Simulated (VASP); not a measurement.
Runs of VASP 6.6.1 on KTaO3. The structure is that of space group P4/mmm (No. 123), or close to it. The cells are those of the table. 

| cell | gap on the mesh (eV) | pressure (GPa) |
| --- | --- | --- |
| a = 4.387, b = 3.988, c = 3.988 Å, 5 atoms | 2.19 | -12.7 |
| a = 3.589, b = 3.988, c = 3.988 Å, 5 atoms | 2.62 | (b) |
| a = 4.287, b = 3.988, c = 3.988 Å, 5 atoms | (c) | (a) |
| a = 4.337, b = 3.988, c = 3.988 Å, 5 atoms | 2.25 | -11.6 |

Alike in all rows: task single point; level r2SCAN; potentials or basis VASP PAW PBE potentials, release 64 (K_sv, Ta_pv, O); no spin polarisation; k mesh 6 × 6 × 6; cutoff (eV) 520; smearing gaussian 0.05 eV.

Estimate the missing entries.

(a) -10.4; (b) 35.8; (c) 2.30.

Caveats: the PAW data sets were made with another functional, which shifts forces and pressure a little; spin-orbit coupling is left out, which moves the levels of the heavy elements; the stress differs along the axes, from -27 to -5 GPa (at least some runs); the stress differs along the axes, from 12 to 83 GPa (at least some runs); the stress differs along the axes, from -23 to -4 GPa (at least some runs); the stress differs along the axes, from -25 to -5 GPa (at least some runs).

A k mesh can miss the band edges, and the runs leave out spin-orbit coupling on Ta.
